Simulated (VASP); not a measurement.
# Ru (C2/c) in VASP: single point with PBE

Aim: the single point of Ru with PBE.

Everything below comes from runs of VASP 6.6.1. Logs are shortened: lines on timing, memory, paths and dates and some standing lists are left out, and cuts for length are marked.

## (1) The cell of the first run

The typed cell holds 2 atoms: a = 4.339 Å, b = 4.339 Å, c = 3.943 Å, α = 103.24°, β = 103.24°, γ = 142.37°.

## (2) Single point, PBE (15.96 Å³/atom)

Input file INCAR:

```
PREC = Accurate
ENCUT = 500
EDIFF = 1E-6
ISMEAR = -1
SIGMA = 0.1
LREAL = False
LASPH = True
NELM = 120
ALGO = Normal
ISIF = 2
LWAVE = False
LCHARG = True
GGA = PE
LELF = True
LVHAR = True
NBANDS = 21
GGA_COMPAT = False
```

Input file KPOINTS:

```
regular mesh
0
Gamma
  19 19 13
```

Input file POSCAR:

```
Ru
1.0
   -3.1158710553      2.6929096479      1.3672385078
    2.6929096479     -3.1158710553      1.3672385078
    2.3408336465      2.3408336465     -2.1418931001
Ru
2
Direct
    0.9807913948      0.0192086052      0.0000000000
    0.7692086052      0.2307913948      0.5000000000
```

Potentials or basis: VASP PAW PBE potentials, release 64 (Ru_pv).

Launch:

```bash
> cat potpaw_PBE.64/Ru_pv/POTCAR > POTCAR
> mpirun -np 1 vasp_std > vasp.out
```

OUTCAR:

```text
PREC = Accurate
   ENCUT = 500
   EDIFF = 1E-6
   ISMEAR = -1
   LREAL = False
   LASPH = True
   NELM = 120
   ISIF = 2
   GGA = PE

 ion  position               nearest neighbor table
   1  0.981  0.019  0.000-   2 2.63   2 2.63   2 2.63   2 2.63   2 2.75   2 2.75
   2  0.769  0.231  0.500-   1 2.63   1 2.63   1 2.63   1 2.63   1 2.75   1 2.75

  Warning from LATTYP: Got some problem with cell dimensions!
  Tried to take original basis but could not verify dimensions!
  LATTYP: Found a base centered monoclinic cell.
 ALAT       =     2.7991350902
 B/A-ratio  =     2.9347838481
 C/A-ratio  =     0.9918280554
 COS(beta)  =    -0.0002528315

  Lattice vectors:

 A1 = (  -3.1158710553,   2.6929096479,   1.3672385078)
 A2 = (   2.6929096479,  -3.1158710553,   1.3672385078)
 A3 = (   1.9178722391,   1.9178722391,   0.5925839155)

Analysis of symmetry for initial positions (statically):
=====================================================================
 Subroutine PRICEL returns:
 Original cell was already a primitive cell.

 Routine SETGRP: Setting up the symmetry group for a
 base centered monoclinic supercell.

 Subroutine GETGRP returns: Found  4 space group operations
 (whereof  2 operations were pure point group operations)
 out of a pool of  4 trial point group operations.

The static configuration has the point symmetry C_2 .
 The point group associated with its full space group is C_2h.

Analysis of symmetry for dynamics (positions and initial velocities):
=====================================================================
 Subroutine PRICEL returns:
 Original cell was already a primitive cell.

 Routine SETGRP: Setting up the symmetry group for a
 base centered monoclinic supercell.

 Subroutine GETGRP returns: Found  4 space group operations
 (whereof  2 operations were pure point group operations)
 out of a pool of  4 trial point group operations.

The dynamic configuration has the point symmetry C_2 .
 The point group associated with its full space group is C_2h.

 Subroutine INISYM returns: Found  4 space group operations
 (whereof  2 operations are pure point group operations),
 and found     1 'primitive' translations

----------------------------------------------------------------------------------------

                                     Primitive cell

  volume of cell :      31.9194

  direct lattice vectors                    reciprocal lattice vectors
    -3.115871055  2.692909648  1.367238508     0.108817520  0.280970688  0.425992013
     2.692909648 -3.115871055  1.367238508     0.280970688  0.108817520  0.425992013
     2.340833647  2.340833647 -2.141893100     0.248814214  0.248814214  0.076971801

  length of vectors
     4.339326669  4.339326669  3.942931698     0.521780582  0.521780582  0.360196731

  position of ions in fractional coordinates (direct lattice)
     0.980791395  0.019208605  1.000000000
     0.769208605  0.230791395  0.500000000

  ion indices of the primitive-cell ions
   primitive index   ion index
                 1           1
                 2           2

----------------------------------------------------------------------------------------

 KPOINTS: regular mesh

Automatic generation of k-mesh.
 Grid dimensions read from file:
 generate k-points for:   19   19   13

 Generating k-lattice:

  Cartesian coordinates                     Fractional coordinates (reciprocal lattice)
     0.005727238  0.014787931  0.022420632     0.052631579  0.000000000  0.000000000
     0.014787931  0.005727238  0.022420632     0.000000000  0.052631579  0.000000000
     0.019139555  0.019139555  0.005920908    -0.000000000 -0.000000000  0.076923077

  Length of vectors
     0.027462136  0.027462136  0.027707441

  Shift w.r.t. Gamma in fractional coordinates (k-lattice)
     0.000000000  0.000000000  0.000000000

 Subroutine IBZKPT returns following result:
 ===========================================

 Found   1240 irreducible k-points:

 Following reciprocal coordinates:
            Coordinates               Weight
  0.000000  0.000000  0.000000      1.000000
  0.052632  0.000000  0.000000      4.000000
  0.105263  0.000000  0.000000      4.000000
  0.157895  0.000000 -0.000000      4.000000
  0.210526  0.000000  0.000000      4.000000
  0.263158  0.000000  0.000000      4.000000
[... 16 lines left out ...]
 -0.315789  0.052632  0.000000      4.000000
 -0.263158  0.052632 -0.000000      4.000000
 [... further k-points ...]
   k-points           NKPTS =   1240   k-points in BZ     NKDIM =   1240   number of bands    NBANDS=     21
   number of dos      NEDOS =    301   number of ions     NIONS =      2
   total plane-waves  NPLWV =  30720
   dimension x,y,z NGX =    32 NGY =   32 NGZ =   30
   dimension x,y,z NGXF=    64 NGYF=   64 NGZF=   60
   ions per type =               2
   NGX,Y,Z   is equivalent  to a cutoff of  12.26, 12.26, 12.65 a.u.
   NGXF,Y,Z  is equivalent  to a cutoff of  24.52, 24.52, 25.30 a.u.
 SYSTEM =  unknown system
   PREC   = accura    normal or accurate (medium, high low for compatibility)
   ISTART =      0    job   : 0-new  1-cont  2-samecut
   ICHARG =      2    charge: 1-file 2-atom 10-const
   ISPIN  =      1    spin polarized calculation?
   LNONCOLLINEAR =      F non collinear calculations
   LSORBIT =      F    spin-orbit coupling
   LASPH  =      T    aspherical Exc in radial PAW
   ENCUT  =  500.0 eV  36.75 Ry    6.06 a.u.   7.91  7.91  7.19*2*pi/ulx,y,z
   NELM   =    120;   NELMIN=  2; NELMDL= -5     # of ELM steps
   EDIFF  = 0.1E-05   stopping-criterion for ELM
   LREAL  =      F    real-space projection
   EDIFFG = 0.1E-04   stopping-criterion for IOM
   NSW    =      0    number of steps for IOM
   IBRION =     -1    ionic relax: 0-MD 1-quasi-New 2-CG
   NFREE  =      0    steps in history (QN), initial steepest desc. (CG)
   ISIF   =      2    stress and relaxation
   ISYM   =      2    0-nonsym 1-usesym 2-fastsym
   POTIM  = 0.5000    time-step for ionic-motion
   TEBEG  =    0.0;   TEEND  =   0.0 temperature during run
   PSTRESS=    0.0 pullay stress
   NELECT =      28.0000    total number of electrons
   NUPDOWN=      -1.0000    fix difference up-down
   EMIN   =  10.00;   EMAX   =-10.00  energy-range for DOS
   EFERMI =   0.00;   METHOD = LEGACY
   ISMEAR =    -1;   SIGMA  =   0.10  broadening in eV -4-tet -1-fermi 0-gaus
   EFERMI_NEDOS =   21; number of points for ismear=-14 and -15
   IALGO  =     38    algorithm
   IMIX   =      4    mixing-type and parameters
     AMIX     =   0.40;   BMIX     =  1.00
     AMIX_MAG =   1.60;   BMIX_MAG =  1.00
  volume/ion in A,a.u.               =      15.96       107.70
  Fermi-wavevector in a.u.,A,eV,Ry     =   1.567146  2.961477 33.415186  2.455947
  Thomas-Fermi vector in A             =   2.669369
   LORBIT       =      0    0 simple, 1 ext, 2 COOP (PROOUT), +10 PAW based schemes
   GGA     = PE    functional components
   LHFCALC =     F    Hartree Fock is set to
   AEXX    =    0.0000 exact exchange contribution
   IVDW    =     0    specifies the selected vdW correction
   LEPSILON=     F    determine dielectric tensor
   LRPA    =     F    only Hartree local field effects (RPA)
 non-spin polarized calculation
  energy-cutoff  :      500.00
  volume of cell :       31.92
 maximum number of plane-waves:       830
   NGX = 15   NGY = 15   NGZ = 15

 number of electron      27.9999994 magnetization

 Free energy of the ion-electron system (eV)
  ---------------------------------------------------
  ext. energy  EPLUGINS =         0.00000000
  ---------------------------------------------------
  free energy    TOTEN  =       -17.71309477 eV

  energy without entropy =      -17.65242669  energy(sigma->0) =      -17.68276073

 E-fermi :  10.1354     XC(G=0): -13.0427

 val. band max:       10.1341413227   @ k =  -0.3684   0.2632   0.3846
 cond. band min:      10.1364317249   @ k =   0.4211   0.3158   0.2308
 fundamental gap:      0.0022904022
 Fermi energy:        10.1354174149

 k-point     1 :       0.0000    0.0000    0.0000
  band No.  band energies     occupation
      1     -33.1028      2.00000
      2     -32.6462      2.00000
      3     -32.5406      2.00000
      4     -32.3012      2.00000
      5     -32.2999      2.00000
      6     -32.2928      2.00000
[... 13 lines left out ...]
     20      20.8078      0.00000
     21      20.8131      0.00000

 k-point     2 :       0.0526    0.0000    0.0000
  band No.  band energies     occupation
      1     -33.0939      2.00000
      2     -32.6535      2.00000
      3     -32.5531      2.00000
      4     -32.3183      2.00000
      5     -32.3082      2.00000
      6     -32.2919      2.00000
[... 13 lines left out ...]
     20      20.8079      0.00000
     21      20.8136      0.00000

 k-point     3 :       0.1053    0.0000    0.0000
  band No.  band energies     occupation
      1     -33.0688      2.00000
      2     -32.6744      2.00000
      3     -32.5856      2.00000
      4     -32.3701      2.00000
      5     -32.3291      2.00000
      6     -32.2916      2.00000
[... 13 lines left out ...]
     20      20.8078      0.00000
     21      20.8158      0.00000

 k-point     4 :       0.1579    0.0000   -0.0000
  band No.  band energies     occupation
      1     -33.0321      2.00000
      2     -32.7082      2.00000
      3     -32.6260      2.00000
      4     -32.4468      2.00000
      5     -32.3614      2.00000
      6     -32.2985      2.00000
[... 13 lines left out ...]
     20      20.8077      0.00000
     21      20.8350      0.00000

 k-point     5 :       0.2105    0.0000    0.0000
  band No.  band energies     occupation
      1     -32.9916      2.00000
      2     -32.7556      2.00000
      3     -32.6630      2.00000
      4     -32.5313      2.00000
      5     -32.4019      2.00000
      6     -32.3170      2.00000
[... 13 lines left out ...]
     20      20.8076      0.00000
     21      20.8393      0.00000
[... 382 lines left out ...]
     20      20.8068      0.00000
     21      20.8076      0.00000

 k-point    22 :      -0.3684    0.0526   -0.0000
  band No.  band energies     occupation
      1     -32.9676      2.00000
      2     -32.8496      2.00000
      3     -32.7786      2.00000
      4     -32.5731      2.00000
      5     -32.4971      2.00000
      6     -32.3825      2.00000
[... 13 lines left out ...]
     20      20.8067      0.00000
     21      20.8077      0.00000

 k-point    23 :      -0.3158    0.0526    0.0000
  band No.  band energies     occupation
      1     -32.9651      2.00000
      2     -32.7969      2.00000
      3     -32.7341      2.00000
      4     -32.5694      2.00000
      5     -32.4500      2.00000
      6     -32.3440      2.00000
[... 13 lines left out ...]
     20      20.8069      0.00000
     21      20.8081      0.00000

 k-point    24 :      -0.2632    0.0526   -0.0000
  band No.  band energies     occupation
      1     -32.9875      2.00000
      2     -32.7461      2.00000
      3     -32.6793      2.00000
      4     -32.5280      2.00000
      5     -32.4040      2.00000
      6     -32.3159      2.00000
[... 13 lines left out ...]
     20      20.8075      0.00000
     21      21.0752      0.00000

 [... further k-points ...]

------------------------ aborting loop because EDIFF is reached ----------------------------------------

  FORCE on cell =-STRESS in cart. coord.  units (eV):
  Direction    XX          YY          ZZ          XY          YZ          ZX
  --------------------------------------------------------------------------------------
  -------------------------------------------------------------------------------------
  Total       -3.6561556     -3.6561556     -3.1669158      0.0091877     -0.0746847     -0.0746847
  in kB     -183.5190583   -183.5190583   -158.9618944      0.4611747     -3.7487660     -3.7487668
  external PRESSURE =    -175.3333370 kB  Pullay stress =       0.0000000 kB

 VOLUME and BASIS-vectors are now :
 -----------------------------------------------------------------------------
  energy-cutoff  :      500.00
  volume of cell :       31.92
      direct lattice vectors                 reciprocal lattice vectors
    -3.115871055  2.692909648  1.367238508     0.108817520  0.280970688  0.425992013
     2.692909648 -3.115871055  1.367238508     0.280970688  0.108817520  0.425992013
     2.340833647  2.340833647 -2.141893100     0.248814214  0.248814214  0.076971801

 POSITION                                       TOTAL-FORCE (eV/Angst)
 -----------------------------------------------------------------------------------
     -3.00429      2.58133      1.36724         0.340167     -0.340167     -0.000000
     -0.60484      2.52271      0.29629        -0.340167      0.340167      0.000000
 -----------------------------------------------------------------------------------
    total drift:                                0.000000     -0.000000      0.000000

  FREE ENERGIE OF THE ION-ELECTRON SYSTEM (eV)
  ---------------------------------------------------
  free  energy   TOTEN  =       -17.7130947745 eV

  energy  without entropy=      -17.6524266945  energy(sigma->0) =      -17.68276073
```

It took 28 min on 1 thread of AMD EPYC 9755, shared host; peak memory 0.64 GiB.

What came out:

| Item | Value |
| --- | --- |
| Free energy | -17.7131 eV |
| Pressure | -17.5 GPa |
| Largest force | 0.481 eV/Å |
| Band gap on the k mesh | zero (bands 14 and 15 overlap by 2.25 eV) |

Forces on the atoms (eV/Å):
```
Ru   0.340 -0.340  0.000
Ru  -0.340  0.340  0.000
```

Caveat: the cell stands under tension.
